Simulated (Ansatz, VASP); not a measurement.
**Bi: VASP beside Ansatz**

The input POSCAR:

```
Bi
1.0
    3.2383762460      0.0000000000      0.0000000000
    0.0000000000      3.2216433200      0.0000000000
   -0.0804548793      0.0000000000      6.4438887882
Bi
2
Direct
    0.4557527500      0.0000000000      0.2504221100
    0.5442472500      0.0000000000      0.7495778900
```

INCAR.step1

```
  PREC = Accurate
  ENCUT = 520
  ISMEAR = 0
  SIGMA = 0.05
  LREAL = False
  LASPH = True
  NELM = 80
  NBANDS = 22
  GGA = PE
  ALGO = Normal
  EDIFF = 1E-4
  LWAVE = True
  LCHARG = False
```

INCAR.step2

```
  PREC = Accurate
  ENCUT = 520
  EDIFF = 1E-7
  ISMEAR = 0
  SIGMA = 0.05
  LREAL = False
  LASPH = True
  NELM = 80
  ALGO = Normal
  ISIF = 2
  LWAVE = False
  LCHARG = False
  METAGGA = R2SCAN
  LMIXTAU = True
  NBANDS = 22
  ISTART = 1
```

File KPOINTS:

```
Automatic mesh
0
Gamma
  10 10 6
```

Input for Ansatz:

```yaml
crystal:
  lattice:
    - [3.238376246, 0.0, 0.0]
    - [0.0, 3.22164332, 0.0]
    - [-0.0804548793, 0.0, 6.4438887882]
  atoms:
    - { symbol: Bi, position: [0.45575275, 0.0, 0.25042211] }
    - { symbol: Bi, position: [0.54424725, 0.0, 0.74957789] }
basis:
  ecutwfc: 500
  fft_grid_basis: typed
kpoints:
  mp_grid: { grid: [10, 10, 6] }
hamiltonian:
  xc: r2scan
  pseudopotentials: { kind: paw }
scf:
  occupations: { method: gaussian, width: 0.05 }
output:
  forces: true
  stress: true
  eigenvalues: true
  bader: true
  write_density: true
  volumetric_format: npy
```

Alike in both runs: task single point; functional r2SCAN; k mesh 10 × 10 × 6; occupations gaussian, width 0.05 eV; no spin polarisation.

|  | VASP | Ansatz |
| --- | --- | --- |
| version | VASP 6.6.1 | Ansatz 0.2.0 |
| potentials or method | VASP PAW PBE potentials, release 64 (Bi_d), cutoff 520 eV | scalar-relativistic, plane waves, PAW |
| valence electrons in the cell | 30 | 30 |

```csv
,VASP,Ansatz,Ansatz less VASP
gap on the k mesh at the Fermi level (eV),none,none,-
pressure (GPa),1.0,1.1,+0.04
"traceless stress, the component that is largest in VASP (GPa)",-1.11,-1.12,-0.009
rms of the force components (eV/Å),0.024,0.024,+0.0003
```

VASP's potentials were made for PBE, not for r2SCAN. Atom by atom the forces differ by 0.000 eV/Å (rms over components). A gap of «none» marks a metal or a gap that the smearing closes.

Spin-orbit coupling is off throughout.
